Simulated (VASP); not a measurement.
# ZnAu (Pm-3m) in VASP: relaxation of cell and atoms with r2SCAN

Aim: the relaxation of cell and atoms of ZnAu with r2SCAN.

Program: VASP 6.6.1. These are calculated values, not measurements. Logs are shortened: lines on timing, memory, paths and dates and some standing lists are left out, and cuts for length are marked.

**1. The cell of the first run**

Symmetry: Pm-3m, No. 221, cubic system. Conventional cell: a = 3.150 Å, b = 3.150 Å, c = 3.150 Å, α = 90.00°, β = 90.00°, γ = 90.00°. Within 3.6 Å of Zn (site symmetry m-3m) lie 8 Au at 2.73 Å and 6 Zn at 3.15 Å. Within 3.6 Å of Au (site symmetry m-3m) lie 8 Zn at 2.73 Å and 6 Au at 3.15 Å.

**2. Relaxation of cell and atoms, r2SCAN**

The input, POSCAR:

```
ZnAu
1.0
    3.1500000000      0.0000000000      0.0000000000
    0.0000000000      3.1500000000      0.0000000000
    0.0000000000      0.0000000000      3.1500000000
Zn Au
1 1
Direct
    0.0000000000      0.0000000000      0.0000000000
    0.5000000000      0.5000000000      0.5000000000
```

The input, INCAR.step1:

```
SYSTEM = ZnAu
ALGO = Normal
EDIFF = 1E-4
ENCUT = 600
GGA = PE
ISMEAR = -1
LASPH = .True.
LCHARG = .False.
LREAL = .False.
LWAVE = .True.
NELM = 60
PREC = Accurate
SIGMA = 0.1
```

The input, INCAR.step2:

```
SYSTEM = ZnAu
ALGO = Normal
EDIFF = 1E-7
EDIFFG = -0.02
ENCUT = 600
IBRION = 2
ISIF = 3
ISMEAR = -1
ISTART = 1
LASPH = .True.
LCHARG = .False.
LMIXTAU = .True.
LREAL = .False.
LWAVE = .False.
METAGGA = R2SCAN
NELM = 60
NSW = 60
PREC = Accurate
SIGMA = 0.1
```

The input, KPOINTS:

```
k-points
0
Gamma
  13 13 13
  0 0 0
```

Potentials or basis: VASP PAW PBE potentials, release 64 (Zn, Au).

Started as:

```console
> cat potpaw_PBE.64/Zn/POTCAR potpaw_PBE.64/Au/POTCAR > POTCAR
> cp INCAR.step1 INCAR
> mpirun -np 1 vasp_std > vasp.out
> cp INCAR.step2 INCAR
> mpirun -np 1 vasp_std > vasp.out
```

OUTCAR:

```text
SYSTEM = ZnAu
   EDIFF = 1E-7
   EDIFFG = -0.02
   ENCUT = 600
   IBRION = 2
   ISIF = 3
   ISMEAR = -1
   ISTART = 1
   LASPH = .True.
   LREAL = .False.
   METAGGA = R2SCAN
   NELM = 60
   NSW = 60
   PREC = Accurate

 ion  position               nearest neighbor table
   1  0.000  0.000  0.000-   2 2.73   2 2.73   2 2.73   2 2.73   2 2.73   2 2.73   2 2.73   2 2.73

   2  0.500  0.500  0.500-   1 2.73   1 2.73   1 2.73   1 2.73   1 2.73   1 2.73   1 2.73   1 2.73

  LATTYP: Found a simple cubic cell.
 ALAT       =     3.1500000000

  Lattice vectors:

 A1 = (   3.1500000000,   0.0000000000,   0.0000000000)
 A2 = (   0.0000000000,   3.1500000000,   0.0000000000)
 A3 = (   0.0000000000,   0.0000000000,   3.1500000000)

Analysis of symmetry for initial positions (statically):
=====================================================================
 Subroutine PRICEL returns:
 Original cell was already a primitive cell.

 Routine SETGRP: Setting up the symmetry group for a
 simple cubic supercell.

 Subroutine GETGRP returns: Found 48 space group operations
 (whereof 48 operations were pure point group operations)
 out of a pool of 48 trial point group operations.

The static configuration has the point symmetry O_h .

Analysis of symmetry for dynamics (positions and initial velocities):
=====================================================================
 Subroutine PRICEL returns:
 Original cell was already a primitive cell.

 Routine SETGRP: Setting up the symmetry group for a
 simple cubic supercell.

 Subroutine GETGRP returns: Found 48 space group operations
 (whereof 48 operations were pure point group operations)
 out of a pool of 48 trial point group operations.

The dynamic configuration has the point symmetry O_h .

 Subroutine INISYM returns: Found 48 space group operations
 (whereof 48 operations are pure point group operations),
 and found     1 'primitive' translations

----------------------------------------------------------------------------------------

                                     Primitive cell

  volume of cell :      31.2559

  direct lattice vectors                    reciprocal lattice vectors
     3.150000000  0.000000000  0.000000000     0.317460317  0.000000000  0.000000000
     0.000000000  3.150000000  0.000000000     0.000000000  0.317460317  0.000000000
     0.000000000  0.000000000  3.150000000     0.000000000  0.000000000  0.317460317

  length of vectors
[... 94 lines left out ...]
   NUPDOWN=      -1.0000    fix difference up-down
   EMIN   =  10.00;   EMAX   =-10.00  energy-range for DOS
   EFERMI =   0.00;   METHOD = LEGACY
   ISMEAR =    -1;   SIGMA  =   0.10  broadening in eV -4-tet -1-fermi 0-gaus
   EFERMI_NEDOS =   21; number of points for ismear=-14 and -15
   IALGO  =     38    algorithm
   IMIX   =      4    mixing-type and parameters
     AMIX     =   0.40;   BMIX     =  1.00
     AMIX_MAG =   1.60;   BMIX_MAG =  1.00
  volume/ion in A,a.u.               =      15.63       105.46
  Fermi-wavevector in a.u.,A,eV,Ry     =   1.477997  2.793009 29.721589  2.184475
  Thomas-Fermi vector in A             =   2.592332
   LORBIT       =      0    0 simple, 1 ext, 2 COOP (PROOUT), +10 PAW based schemes
   METAGGA = R2SCAN    functional components
   LHFCALC =     F    Hartree Fock is set to
   AEXX    =    0.0000 exact exchange contribution
   IVDW    =     0    specifies the selected vdW correction
   LEPSILON=     F    determine dielectric tensor
   LRPA    =     F    only Hartree local field effects (RPA)
 conjugate gradient relaxation of ions
 non-spin polarized calculation
  energy-cutoff  :      600.00
  volume of cell :       31.26
 maximum number of plane-waves:      1064
 NGX is ok and might be reduce to    28
   NGX = 13   NGY = 13   NGZ = 13

 number of electron      22.9999993 magnetization

 Free energy of the ion-electron system (eV)
  ---------------------------------------------------
  ext. energy  EPLUGINS =         0.00000000
  ---------------------------------------------------
  free energy    TOTEN  =       -59.94407949 eV

  energy without entropy =      -59.92691832  energy(sigma->0) =      -59.93549891

 E-fermi :   6.9905     XC(G=0): -13.4068

 val. band max:        6.9541740701   @ k =   0.4615   0.3846   0.2308
 cond. band min:       7.0277291769   @ k =   0.4615   0.3077   0.3077
 fundamental gap:      0.0735551068
 Fermi energy:         6.9905126919

 k-point     1 :       0.0000    0.0000    0.0000
  band No.  band energies     occupation
      1      -4.0465      2.00000
      2      -1.5441      2.00000
      3      -1.5441      2.00000
      4      -0.8433      2.00000
      5      -0.8433      2.00000
      6      -0.8433      2.00000
      7       1.2056      2.00000
      8       1.2056      2.00000
      9       2.9530      2.00000
     10       2.9530      2.00000
     11       2.9530      2.00000
     12      12.2269      0.00000
     13      12.2269      0.00000
     14      12.2269      0.00000
[... 401 lines left out ...]
      2      -1.3834      2.00000
      3      -1.0898      2.00000
      4      -0.9617      2.00000
      5      -0.7361      2.00000
      6       0.0875      2.00000
      7       1.0654      2.00000
      8       1.9874      2.00000
      9       2.3129      2.00000
     10       2.6565      2.00000
     11       2.6670      2.00000
     12       6.3345      1.99717
     13       9.5572      0.00000
     14      13.3438      0.00000
     15      17.6114      0.00000

 [... further k-points ...]

------------------------ aborting loop because EDIFF is reached ----------------------------------------

  FORCE on cell =-STRESS in cart. coord.  units (eV):
  Direction    XX          YY          ZZ          XY          YZ          ZX
  --------------------------------------------------------------------------------------
  -------------------------------------------------------------------------------------
  Total        0.0382580      0.0382580      0.0382580      0.0000000      0.0000000      0.0000000
  in kB        1.9611056      1.9611056      1.9611056      0.0000000      0.0000000      0.0000000
  external PRESSURE =       1.9611056 kB  Pullay stress =       0.0000000 kB

 VOLUME and BASIS-vectors are now :
 -----------------------------------------------------------------------------
  energy-cutoff  :      600.00
  volume of cell :       31.26
      direct lattice vectors                 reciprocal lattice vectors
     3.150000000  0.000000000  0.000000000     0.317460317  0.000000000  0.000000000
     0.000000000  3.150000000  0.000000000     0.000000000  0.317460317  0.000000000
     0.000000000  0.000000000  3.150000000     0.000000000  0.000000000  0.317460317

 POSITION                                       TOTAL-FORCE (eV/Angst)
 -----------------------------------------------------------------------------------
      0.00000      0.00000      0.00000         0.000000      0.000000      0.000000
      1.57500      1.57500      1.57500         0.000000      0.000000      0.000000
 -----------------------------------------------------------------------------------
    total drift:                                0.000000      0.000000      0.000000

  FREE ENERGIE OF THE ION-ELECTRON SYSTEM (eV)
  ---------------------------------------------------
  free  energy   TOTEN  =       -59.9440794946 eV

  energy  without entropy=      -59.9269183216  energy(sigma->0) =      -59.93549891

 reached required accuracy - stopping structural energy minimisation
```

OSZICAR.step1:

```text
N       E                     dE             d eps       ncg     rms          rms(c)
DAV:   1     0.133988273913E+03    0.13399E+03   -0.13305E+04  2528   0.223E+03
DAV:   2    -0.924249066034E+00   -0.13491E+03   -0.13066E+03  2681   0.364E+02
DAV:   3    -0.516960775226E+01   -0.42454E+01   -0.42247E+01  2954   0.723E+01
DAV:   4    -0.519655318309E+01   -0.26945E-01   -0.26913E-01  3024   0.511E+00
DAV:   5    -0.519684080269E+01   -0.28762E-03   -0.28762E-03  3010   0.521E-01    0.847E+00
DAV:   6    -0.477485844800E+01    0.42198E+00   -0.14539E+00  2639   0.145E+01    0.537E+00
DAV:   7    -0.474954670278E+01    0.25312E-01   -0.35399E-02  3439   0.419E+00    0.284E+00
DAV:   8    -0.474148217565E+01    0.80645E-02   -0.94884E-03  2992   0.116E+00    0.139E-01
DAV:   9    -0.474150760951E+01   -0.25434E-04   -0.36531E-04  2621   0.244E-01
   1 F= -.47415076E+01 E0= -.47328448E+01  d E =-.173256E-01
```

Wall time 83 s (1 thread of AMD EPYC 9R45 (Zen 5), shared host); peak memory 0.17 GiB.

Results:

| Property | Result |
| --- | --- |
| Free energy | -59.9441 eV |
| Pressure after relaxing | 0.2 GPa |
| Band gap on the k mesh | zero (an odd number of electrons rules out a gap without spin polarisation) |

Final structure:
```
Zn Au
1.0
     3.15000    0.00000    0.00000
     0.00000    3.15000    0.00000
     0.00000    0.00000    3.15000
Zn Au
1 1
Direct
  0.00000 0.00000 0.00000
  0.50000 0.50000 0.50000
```

Caveat: the relaxation stopped at its first step, so nothing moved; the PAW data sets were made with another functional, which shifts forces and pressure a little; spin-orbit coupling is left out, which moves the levels of the heavy elements.

The gap in the log of VASP goes by the Fermi energy; the results here count the filled bands.